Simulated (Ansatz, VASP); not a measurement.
# AlSi23HO48: VASP beside Ansatz

```
Si O Al H
1.0
     9.83160    0.00000    0.00000
    -4.91580    8.51441    0.00000
     0.00000    0.00000   10.81820
Si O Al H
23 48 1 1
Direct
  0.26652 0.00591 0.16555
  0.00478 0.26684 0.33369
  0.23860 0.24052 0.99936
  0.26439 0.99147 0.66363
  0.98945 0.26476 0.83592
  0.22939 0.22235 0.50394
  0.27280 0.50397 0.17013
  0.00075 0.77147 0.33200
  0.23992 0.73941 0.00361
  0.00059 0.76136 0.83526
  0.23672 0.73276 0.49529
  0.77375 0.00131 0.16754
  0.49944 0.26899 0.33615
  0.72313 0.22764 0.00526
  0.76723 0.00036 0.66826
  0.49653 0.26214 0.83232
  0.73392 0.22943 0.49775
  0.76503 0.50095 0.17015
  0.50601 0.76944 0.33731
  0.73501 0.73423 0.00174
  0.76950 0.49465 0.66831
  0.50499 0.77157 0.83644
  0.73663 0.73539 0.50351
  0.06693 0.19703 0.44186
  0.30052 0.36787 0.11078
  0.14152 0.43319 0.27887
  0.20552 0.07262 0.05291
  0.36382 0.29570 0.39566
  0.43048 0.14329 0.22284
  0.07744 0.22143 0.94031
  0.28165 0.33455 0.62262
  0.11275 0.44361 0.77364
  0.20255 0.05176 0.54803
  0.36664 0.30065 0.88864
  0.42598 0.13074 0.72371
  0.07443 0.71482 0.44042
  0.29902 0.87052 0.11220
  0.13220 0.93679 0.27193
  0.21228 0.57478 0.06066
  0.37222 0.80593 0.38784
  0.43805 0.63850 0.22763
  0.07254 0.70731 0.94776
  0.29615 0.85489 0.61259
  0.13056 0.92382 0.77202
  0.20468 0.56508 0.54139
  0.36665 0.80036 0.89165
  0.44463 0.64195 0.73045
  0.56946 0.20323 0.44227
  0.78772 0.36071 0.11280
  0.63753 0.43543 0.28208
  0.70137 0.06523 0.06141
  0.86478 0.29163 0.38871
  0.93905 0.14303 0.21868
  0.55932 0.19801 0.94565
  0.79724 0.35929 0.60871
  0.63822 0.42471 0.77662
  0.70416 0.06475 0.55635
  0.85283 0.29007 0.89356
  0.93292 0.14111 0.72335
  0.56903 0.70468 0.45008
  0.80907 0.87071 0.10716
  0.64934 0.93075 0.28103
  0.70235 0.56872 0.06032
  0.86217 0.79601 0.39030
  0.93176 0.63800 0.22373
  0.57149 0.71533 0.95256
  0.79991 0.86581 0.61359
  0.64359 0.93946 0.78239
  0.71609 0.57381 0.56177
  0.85819 0.78370 0.88639
  0.93858 0.61837 0.73257
  0.27909 0.50268 0.65794
  0.05947 0.50146 0.75882
```

Alike in both runs: task single point; functional PBE; k mesh 1 × 1 × 1; occupations gaussian, width 0.02 eV; no spin polarisation.

```csv
,VASP,Ansatz
version,VASP 6.6.1,Ansatz 0.2.0
potentials or method,"VASP PAW PBE potentials, release 64 (Si, O, Al, H)","scalar-relativistic, plane waves, PAW"
plane-wave cutoff (eV),520,420
valence electrons in the cell,384,384
```

```csv
,VASP,Ansatz,Ansatz less VASP
gap on the k mesh at the Fermi level (eV),5.54,5.54,+0.003
least direct gap on the mesh (eV),5.54,5.54,+0.003
```

With one functional, cell and mesh, what is left measures potentials, basis and numerics.
